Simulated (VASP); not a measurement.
Set up this calculation in VASP 6.6.1, as the native input.

| Quantity | Value |
| --- | --- |
| Task | single point |
| Functional | LDA |
| Potentials or basis | VASP PAW LDA potentials, release 64 (Al, Ru_pv) |
| Cutoff | 520 eV |
| k mesh | 16 × 16 × 16 |
| Occupations | gaussian, width 0.15 eV |
| Spin | no spin polarisation |
| Dipole correction | no |
| Further INCAR settings | ALGO = Fast; EDIFF = 1e-06; NBANDS = 16 |

The structure of AlRu lies in POSCAR:

```
AlRu
1.0
    3.0813480000      0.0000000000      0.0000000000
    0.0000000000      2.9916000000      0.0000000000
    0.0000000000      0.0000000000      2.9916000000
Al Ru
1 1
Direct
    0.0000000000      0.0000000000      0.0000000000
    0.5000000000      0.5000000000      0.5000000000
```

This cell differs from its parent crystal: strain +0.0300 x Voigt [1, 0, 0, 0, 0, 0].

The input as run:

INCAR

```
SYSTEM = AlRu
PREC = Accurate
ENCUT = 520
EDIFF = 1E-6
ISMEAR = 0
SIGMA = 0.15
LREAL = .False.
LASPH = .True.
NELM = 80
ALGO = Fast
ISIF = 2
LWAVE = .False.
LCHARG = .False.
GGA = CA
NBANDS = 16
```

KPOINTS

```
Automatic mesh
0
Gamma
  16 16 16
  0 0 0
```

Potentials or basis: VASP PAW LDA potentials, release 64 (Al, Ru_pv).

The run is started by

```sh
$ cat potpaw_LDA.64/Al/POTCAR potpaw_LDA.64/Ru_pv/POTCAR > POTCAR
$ mpirun -np 1 vasp_std > vasp.out
```

It gave:

```
Pressure               : -12.9 GPa
Band gap on the k mesh : zero (an odd number of electrons rules out a gap without spin polarisation)
```

Caveat: the cell differs from its parent crystal (strain +0.0300 x Voigt [1, 0, 0, 0, 0, 0]); the cell stands under tension.

Wall time 92 s on 1 thread of Intel Xeon 8259CL, on a shared host, peak memory 0.27 GiB.
